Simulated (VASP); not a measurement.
Here is a VASP 6.6.1 calculation.

Contents of INCAR:

```
SYSTEM = B13P10
  PREC = Accurate
  ENCUT = 520
  EDIFF = 1E-6
  ISMEAR = 0
  SIGMA = 0.1
  LREAL = Auto
  LASPH = .True.
  NELM = 60
  ALGO = Normal
  ISIF = 2
  LWAVE = .False.
  LCHARG = .False.
  GGA = PE
  ISYM = 0
  NBANDS = 62
```

The input KPOINTS:

```
Automatic mesh
0
Gamma
  2 2 2
  0.5 0.5 0.5
```

POSCAR

```
B13P10
1.0
    6.1873497066      0.1621893727     -0.1090908868
    0.1470373947      6.7936702208     -0.3513781487
   -0.0839085921     -0.3770259177      7.1426180358
P B
10 13
Direct
    0.7351596863      0.5841822559      0.2525753905
    0.7823279997      0.0357309050      0.2478941248
    0.9311302251      0.9130915380      0.5299505068
    0.5664801616      0.7359099716      0.8925037919
    0.6487238577      0.0917542097      0.6601896791
    0.4089562013      0.4472006078      0.6107311457
    0.2035999208      0.0683517690      0.9385762170
    0.0853851271      0.7560984633      0.9701885448
    0.2742956566      0.3186545934      0.3225886217
    0.7141357559      0.3008993101      0.0638630327
    0.7818927956      0.3140498601      0.7995551386
    0.8702899374      0.6292730722      0.5080880483
    0.1864144119      0.4940273145      0.8022915813
    0.7984506114      0.7851788592      0.0847323095
    0.0622367027      0.2574373129      0.7843726803
    0.6874138837      0.5493645403      0.6941208893
    0.3847573209      0.1676200885      0.5295535731
    0.4597961881      0.4619350297      0.1696106296
    0.4353256810      0.9580247735      0.7823770223
    0.3414430419      0.5963217397      1.0045455660
    0.1928500477      0.0431812229      0.6447239132
    0.9485283643      0.4519951748      0.6799930956
    0.1087094990      0.4972337169      0.5021830570
```

Potentials or basis: VASP PAW PBE potentials, release 64 (P, B).

Run with:

```console
$ cat potpaw_PBE.64/P/POTCAR potpaw_PBE.64/B/POTCAR > POTCAR
$ mpirun -np 1 vasp_std > vasp.out
```

**Question.** Predict the pressure.

**Answer.** -0.2 GPa.

**Question.** What does it give for the largest force?

**Answer.** 0.052 eV/Å.

Forces in eV/Å, atoms in the order of the input:
```
P   -0.008 -0.028 -0.019
P   -0.005  0.008 -0.008
P   -0.025  0.010  0.012
P    0.004 -0.001  0.010
P    0.024 -0.007 -0.009
P   -0.027 -0.016 -0.025
P   -0.007 -0.005 -0.029
P    0.010 -0.001 -0.012
P    0.016  0.021  0.045
P    0.001  0.018  0.027
B   -0.002 -0.014 -0.004
B   -0.001  0.011 -0.003
B    0.011  0.023 -0.003
B   -0.002  0.017  0.006
B    0.001 -0.020  0.007
B   -0.015  0.004  0.006
B    0.002  0.004  0.000
B    0.005  0.000  0.003
B   -0.004 -0.001 -0.005
B    0.004 -0.001  0.003
B    0.002 -0.010  0.013
B   -0.007  0.007 -0.002
B    0.022 -0.020 -0.013
```

Caveat: the k points lie up to 0.51 Å⁻¹ apart.
